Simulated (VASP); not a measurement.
Input of a VASP 6.6.1 run:

INCAR

```
ALGO = Normal
EDIFF = 1E-6
ENCUT = 1000
GGA = PE
GGA_COMPAT = False
ISIF = 2
ISMEAR = 0
ISYM = 0
LASPH = True
LCHARG = False
LREAL = Auto
LWAVE = False
NBANDS = 54
NELM = 120
PREC = Accurate
SIGMA = 0.1
```

File KPOINTS:

```
Automatic mesh
0
Gamma
  2 2 2
  0.5 0.5 0.5
```

File POSCAR:

```
Si7N8O2
1.0
    5.4337642072     -0.3729776457     -0.4812255754
   -0.4118691026      6.9197445307      0.1185715769
   -0.4901575804      0.1337931341      5.5818564007
Si N O
7 8 2
Direct
    0.8230259929      0.4707348098     -0.0374556374
    0.3796131938      0.4223335925      0.5315516675
    0.5675137309      1.0544630489      0.8237872710
    0.4568913918      0.0341480798      0.3407406704
    0.0851521316      0.8506616379      0.0083977844
    0.0619529825      0.6379340913      0.5124346492
    0.9720213494      0.2125618249      0.1934591176
   -0.0293719690      0.6650726176      0.8014758794
    0.4939218984      0.9011194395      0.5983837157
    0.0584171348      0.8110684342      0.2972034034
    0.5780092497      0.3253109137      0.7831325081
    0.2602272642      0.2158967989      0.3626854699
    0.5241831872      0.5381117673      0.2889684901
    0.3878349859      0.9652787102      0.0378103579
    0.7463675700      0.5450170307      0.2649979551
   -0.1042865141      0.0481583860     -0.0484128932
    0.7426084794      0.1611967318      0.3416620327
```

Potentials or basis: VASP PAW PBE potentials, release 64 (Si, N_h, O_h).

Launch:

```sh
$ cat potpaw_PBE.64/Si/POTCAR potpaw_PBE.64/N_h/POTCAR potpaw_PBE.64/O_h/POTCAR > POTCAR
$ mpirun -np 1 vasp_std > vasp.out
```

(1) Predict the pressure.

(2) Estimate the band gap on the k mesh.

(3) What does it give for the largest force?

## Answers

(1) 0.0 GPa.

(2) 1.73 eV.

(3) 0.045 eV/Å.

Caveat: the k points lie up to 0.59 Å⁻¹ apart; the atoms stand as in a frame of molecular dynamics.
